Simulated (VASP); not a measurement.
# Tl (P6_3/mmc) in VASP: further runs, part 2 of 2

VASP 6.6.1.

## (5) Single point, LDA (zz strain of -1 %)

File INCAR:

```
SYSTEM = Tl
PREC = Accurate ; ENCUT = 520
EDIFF = 1E-6 ; ISMEAR = -1
SIGMA = 0.05 ; LREAL = .FALSE.
LASPH = .TRUE. ; NELM = 80
ALGO = Normal ; ISIF = 2
LWAVE = .FALSE. ; LCHARG = .FALSE.
GGA = CA ; NBANDS = 20
```

File KPOINTS:

```
regular mesh
0
G
  11 11 6
  0 0 0
```

File POSCAR:

```
Tl
1.0
    3.4559983565      0.0000000000      0.0000000000
   -1.7279991783      2.9929823722      0.0000000000
    0.0000000000      0.0000000000      5.4697500000
Tl
2
Direct
    0.3333333333      0.6666666667      0.2500000000
    0.6666666667      0.3333333333      0.7500000000
```

Potentials or basis: VASP PAW LDA potentials, release 64 (Tl_d).

The run is started by

```bash
$ cat potpaw_LDA.64/Tl_d/POTCAR > POTCAR
$ mpirun -np 1 vasp_std > vasp.out
```

OUTCAR:

```text
SYSTEM = Tl
   PREC = Accurate
   ENCUT = 520
   EDIFF = 1E-6
   ISMEAR = -1
   LREAL = .FALSE.
   LASPH = .TRUE.
   NELM = 80
   ISIF = 2
   GGA = CA

 ion  position               nearest neighbor table
   1  0.333  0.667  0.250-   2 3.39   2 3.39   2 3.39   2 3.39   2 3.39   2 3.39
   2  0.667  0.333  0.750-   1 3.39   1 3.39   1 3.39   1 3.39   1 3.39   1 3.39

  LATTYP: Found a hexagonal cell.
 ALAT       =     3.4559983565
 C/A-ratio  =     1.5826830443

  Lattice vectors:

 A1 = (   3.4559983565,   0.0000000000,   0.0000000000)
 A2 = (  -1.7279991783,   2.9929823722,   0.0000000000)
 A3 = (   0.0000000000,   0.0000000000,   5.4697500000)

Analysis of symmetry for initial positions (statically):
=====================================================================
 Subroutine PRICEL returns:
 Original cell was already a primitive cell.

 Routine SETGRP: Setting up the symmetry group for a
 hexagonal supercell.

 Subroutine GETGRP returns: Found 24 space group operations
 (whereof 12 operations were pure point group operations)
 out of a pool of 24 trial point group operations.

The static configuration has the point symmetry D_3d.
 The point group associated with its full space group is D_6h.

Analysis of symmetry for dynamics (positions and initial velocities):
=====================================================================
 Subroutine PRICEL returns:
 Original cell was already a primitive cell.

 Routine SETGRP: Setting up the symmetry group for a
 hexagonal supercell.

 Subroutine GETGRP returns: Found 24 space group operations
 (whereof 12 operations were pure point group operations)
 out of a pool of 24 trial point group operations.

The dynamic configuration has the point symmetry D_3d.
 The point group associated with its full space group is D_6h.

 Subroutine INISYM returns: Found 24 space group operations
 (whereof 12 operations are pure point group operations),
 and found     1 'primitive' translations

----------------------------------------------------------------------------------------

                                     Primitive cell

  volume of cell :      56.5777

  direct lattice vectors                    reciprocal lattice vectors
     3.455998356  0.000000000  0.000000000     0.289351989  0.167057449  0.000000000
    -1.727999178  2.992982372  0.000000000     0.000000000  0.334114898  0.000000000
     0.000000000  0.000000000  5.469750000     0.000000000  0.000000000  0.182823712

  length of vectors
     3.455998356  3.455998357  5.469750000     0.334114898  0.334114898  0.182823712

  position of ions in fractional coordinates (direct lattice)
     0.333333333  0.666666667  0.250000000
     0.666666667  0.333333333  0.750000000

  ion indices of the primitive-cell ions
   primitive index   ion index
                 1           1
                 2           2

----------------------------------------------------------------------------------------

 KPOINTS: regular mesh

Automatic generation of k-mesh.
 Grid dimensions read from file:
 generate k-points for:   11   11    6

 Generating k-lattice:

  Cartesian coordinates                     Fractional coordinates (reciprocal lattice)
     0.026304726  0.015187041  0.000000000     0.090909091  0.000000000  0.000000000
     0.000000000  0.030374082  0.000000000     0.000000000  0.090909091  0.000000000
     0.000000000  0.000000000  0.030470619     0.000000000  0.000000000  0.166666667

  Length of vectors
     0.030374082  0.030374082  0.030470619

  Shift w.r.t. Gamma in fractional coordinates (k-lattice)
     0.000000000  0.000000000  0.000000000

 Subroutine IBZKPT returns following result:
 ===========================================

 Found     64 irreducible k-points:

 Following reciprocal coordinates:
            Coordinates               Weight
  0.000000  0.000000  0.000000      1.000000
  0.090909  0.000000  0.000000      6.000000
  0.181818  0.000000  0.000000      6.000000
  0.272727  0.000000  0.000000      6.000000
  0.363636  0.000000  0.000000      6.000000
  0.454545  0.000000  0.000000      6.000000
[... 16 lines left out ...]
  0.090909  0.090909  0.166667     12.000000
  0.181818  0.090909  0.166667     24.000000
 [... further k-points ...]
   k-points           NKPTS =     64   k-points in BZ     NKDIM =     64   number of bands    NBANDS=     20
   number of dos      NEDOS =    301   number of ions     NIONS =      2
   total plane-waves  NPLWV =  32928
   dimension x,y,z NGX =    28 NGY =   28 NGZ =   42
   dimension x,y,z NGXF=    56 NGYF=   56 NGZF=   84
   ions per type =               2
   NGX,Y,Z   is equivalent  to a cutoff of  13.47, 13.47, 12.77 a.u.
   NGXF,Y,Z  is equivalent  to a cutoff of  26.94, 26.94, 25.53 a.u.
 SYSTEM =  Tl
   PREC   = accura    normal or accurate (medium, high low for compatibility)
   ISTART =      0    job   : 0-new  1-cont  2-samecut
   ICHARG =      2    charge: 1-file 2-atom 10-const
   ISPIN  =      1    spin polarized calculation?
   LNONCOLLINEAR =      F non collinear calculations
   LSORBIT =      F    spin-orbit coupling
   LASPH  =      T    aspherical Exc in radial PAW
   ENCUT  =  520.0 eV  38.22 Ry    6.18 a.u.   6.43  6.43 10.17*2*pi/ulx,y,z
   NELM   =     80;   NELMIN=  2; NELMDL= -5     # of ELM steps
   EDIFF  = 0.1E-05   stopping-criterion for ELM
   LREAL  =      F    real-space projection
   EDIFFG = 0.1E-04   stopping-criterion for IOM
   NSW    =      0    number of steps for IOM
   IBRION =     -1    ionic relax: 0-MD 1-quasi-New 2-CG
   NFREE  =      0    steps in history (QN), initial steepest desc. (CG)
   ISIF   =      2    stress and relaxation
   ISYM   =      2    0-nonsym 1-usesym 2-fastsym
   POTIM  = 0.5000    time-step for ionic-motion
   TEBEG  =    0.0;   TEEND  =   0.0 temperature during run
   PSTRESS=    0.0 pullay stress
   NELECT =      26.0000    total number of electrons
   NUPDOWN=      -1.0000    fix difference up-down
   EMIN   =  10.00;   EMAX   =-10.00  energy-range for DOS
   EFERMI =   0.00;   METHOD = LEGACY
   ISMEAR =    -1;   SIGMA  =   0.05  broadening in eV -4-tet -1-fermi 0-gaus
   EFERMI_NEDOS =   21; number of points for ismear=-14 and -15
   IALGO  =     38    algorithm
   IMIX   =      4    mixing-type and parameters
     AMIX     =   0.40;   BMIX     =  1.00
     AMIX_MAG =   1.60;   BMIX_MAG =  1.00
  volume/ion in A,a.u.               =      28.29       190.90
  Fermi-wavevector in a.u.,A,eV,Ry     =   1.263332  2.387352 21.715010  1.596008
  Thomas-Fermi vector in A             =   2.396694
   LORBIT       =      0    0 simple, 1 ext, 2 COOP (PROOUT), +10 PAW based schemes
   GGA     = CA    functional components
   LHFCALC =     F    Hartree Fock is set to
   AEXX    =    0.0000 exact exchange contribution
   IVDW    =     0    specifies the selected vdW correction
   LEPSILON=     F    determine dielectric tensor
   LRPA    =     F    only Hartree local field effects (RPA)
 non-spin polarized calculation
  energy-cutoff  :      520.00
  volume of cell :       56.58
 maximum number of plane-waves:      1554
 NGX is ok and might be reduce to    28
   NGX = 13   NGY = 13   NGZ = 21

 number of electron      25.9999999 magnetization

 Free energy of the ion-electron system (eV)
  ---------------------------------------------------
  ext. energy  EPLUGINS =         0.00000000
  ---------------------------------------------------
  free energy    TOTEN  =        -5.86994124 eV

  energy without entropy =       -5.85983430  energy(sigma->0) =       -5.86488777

 E-fermi :   6.3441     XC(G=0): -10.5574

 val. band max:        6.3347851147   @ k =   0.2727   0.1818   0.5000
 cond. band min:       6.3702987561   @ k =   0.4545   0.0909   0.1667
 fundamental gap:      0.0355136414
 Fermi energy:         6.3441489167

 k-point     1 :       0.0000    0.0000    0.0000
  band No.  band energies     occupation
      1      -5.3807      2.00000
      2      -5.1247      2.00000
      3      -5.1168      2.00000
      4      -5.1168      2.00000
      5      -5.0590      2.00000
      6      -5.0590      2.00000
[... 12 lines left out ...]
     19      17.2399      0.00000
     20      17.6054      0.00000
[... 507 lines left out ...]
 k-point    24 :       0.1818    0.0909    0.1667
  band No.  band energies     occupation
      1      -5.3138      2.00000
      2      -5.2087      2.00000
      3      -5.1591      2.00000
      4      -5.0966      2.00000
      5      -5.0598      2.00000
      6      -4.9294      2.00000
[... 12 lines left out ...]
     19      16.5581      0.00000
     20      17.4412      0.00000

 [... further k-points ...]

------------------------ aborting loop because EDIFF is reached ----------------------------------------

  FORCE on cell =-STRESS in cart. coord.  units (eV):
  Direction    XX          YY          ZZ          XY          YZ          ZX
  --------------------------------------------------------------------------------------
  -------------------------------------------------------------------------------------
  Total       -0.4980929     -0.4980929     -0.3921200      0.0000000      0.0000000      0.0000000
  in kB      -14.1050875    -14.1050875    -11.1041278      0.0000000      0.0000000      0.0000000
  external PRESSURE =     -13.1047676 kB  Pullay stress =       0.0000000 kB

 VOLUME and BASIS-vectors are now :
 -----------------------------------------------------------------------------
  energy-cutoff  :      520.00
  volume of cell :       56.58
      direct lattice vectors                 reciprocal lattice vectors
     3.455998356  0.000000000  0.000000000     0.289351989  0.167057449  0.000000000
    -1.727999178  2.992982372  0.000000000     0.000000000  0.334114898  0.000000000
     0.000000000  0.000000000  5.469750000     0.000000000  0.000000000  0.182823712

 POSITION                                       TOTAL-FORCE (eV/Angst)
 -----------------------------------------------------------------------------------
     -0.00000      1.99532      1.36744         0.000000      0.000000      0.000000
      1.72800      0.99766      4.10231        -0.000000     -0.000000      0.000000
 -----------------------------------------------------------------------------------
    total drift:                                0.000000     -0.000000      0.000000

  FREE ENERGIE OF THE ION-ELECTRON SYSTEM (eV)
  ---------------------------------------------------
  free  energy   TOTEN  =        -5.8699412412 eV

  energy  without entropy=       -5.8598342962  energy(sigma->0) =       -5.86488777
```

stdout:

```text
POSCAR found type information on POSCAR Tl
 POSCAR found :  1 types and       2 ions
 scaLAPACK will be used
 LDA part: xc-table for (Slater(with rela. corr.)+CA(PZ))
 , standard interpolation
 POSCAR, INCAR and KPOINTS ok, starting setup
 FFT: planning ... GRIDC
 FFT: planning ... GRID_SOFT
 FFT: planning ... GRID
 WAVECAR not read
 entering main loop
```

Wall time 70 s (1 thread of Intel Xeon 8259CL, shared host); peak memory 0.19 GiB.

What came out:

- Free energy: -5.8699 eV
- Pressure: -1.3 GPa
- Band gap on the k mesh: zero (bands 13 and 14 overlap by 5.82 eV)

Levels at points of the mesh, in eV from the Fermi level:
```tsv
k point	band 11	band 12	band 13	band 14	band 15	band 16
(0.00, 0.00, 0.00)	-10.08	-4.97	-2.80	7.92	7.92	10.06
(0.00, 0.00, 0.50)	-8.61	-8.61	3.58	3.58	8.92	8.92
```

Caveat: the cell differs from its parent crystal (zz strain of -1 %); spin-orbit coupling is left out, which moves the levels of the heavy elements.

## (6) Single point, LDA (zz strain of +1 %)

File INCAR:

```
ALGO = Normal
EDIFF = 1E-6
ENCUT = 520
ISIF = 2
ISMEAR = -1
LASPH = True
LCHARG = True
LELF = True
LREAL = False
LVHAR = True
LWAVE = False
NBANDS = 20
NELM = 100
PREC = Accurate
SIGMA = 0.05
```

File KPOINTS:

```
k-points
0
Gamma
  11 11 6
```

POSCAR: that of step 5 with these lines changed.

```diff
@@ -4,3 +4,3 @@
    -1.7279991783      2.9929823722      0.0000000000
-    0.0000000000      0.0000000000      5.4697500000
+    0.0000000000      0.0000000000      5.5802500000
 Tl
```

Potentials or basis: VASP PAW LDA potentials, release 64 (Tl_d).

The run is started by

```bash
$ cat potpaw_LDA.64/Tl_d/POTCAR > POTCAR
$ mpirun -np 1 vasp_std > vasp.out
```

Wall time 74 s (1 thread of Intel Xeon 8259CL, shared host); peak memory 0.19 GiB.

The run converged. Its results:

| Property | Result |
| --- | --- |
| Free energy | -5.8582 eV |
| Pressure | -2.1 GPa |
| Band gap on the k mesh | zero (bands 13 and 14 overlap by 5.46 eV) |

Stress tensor (GPa, compression positive):
```
-1.98  0.00  0.00
 0.00 -1.98  0.00
 0.00  0.00 -2.31
```

Levels at points of the mesh, in eV from the Fermi level:
| k point | band 9 | band 10 | band 11 | band 12 | band 13 | band 14 | band 15 | band 16 | band 17 | band 18 |
| --- | --- | --- | --- | --- | --- | --- | --- | --- | --- | --- |
| (0.00, 0.00, 0.00) | -11.01 | -11.01 | -9.96 | -5.19 | -2.81 | 8.01 | 8.01 | 10.06 | 10.06 | 10.42 |
| (0.00, 0.00, 0.50) | -11.11 | -11.11 | -8.56 | -8.56 | 3.20 | 3.20 | 8.96 | 8.96 | 8.96 | 8.96 |

Caveat: the cell differs from its parent crystal (zz strain of +1 %); spin-orbit coupling is left out, which moves the levels of the heavy elements.

## (7) The runs side by side

| cell | gap on the mesh (eV) | pressure (GPa) |
| --- | --- | --- |
| a = 3.387, b = 3.387, c = 5.525 Å, angles 90.0, 90.0, 120.0°, 2 atoms | none | -0.3 |
| a = 3.456, b = 3.456, c = 5.415 Å, angles 90.0, 90.0, 120.0°, 2 atoms | none | -0.9 |
| a = 3.421, b = 3.421, c = 5.525 Å, angles 90.0, 90.0, 120.0°, 2 atoms | none | -1.1 |
| a = 3.456, b = 3.456, c = 5.470 Å, angles 90.0, 90.0, 120.0°, 2 atoms | none | -1.3 |
| a = 3.456, b = 3.456, c = 5.580 Å, angles 90.0, 90.0, 120.0°, 2 atoms | none | -2.1 |

Alike in all rows: task single point; level LDA; potentials or basis VASP PAW LDA potentials, release 64 (Tl_d); no spin polarisation; k mesh 11 × 11 × 6; cutoff (eV) 520; smearing fermi-dirac 0.05 eV.

Caveats: spin-orbit coupling is left out, which moves the levels of the heavy elements.

Absolute energies hang on the potentials; compare differences alone.
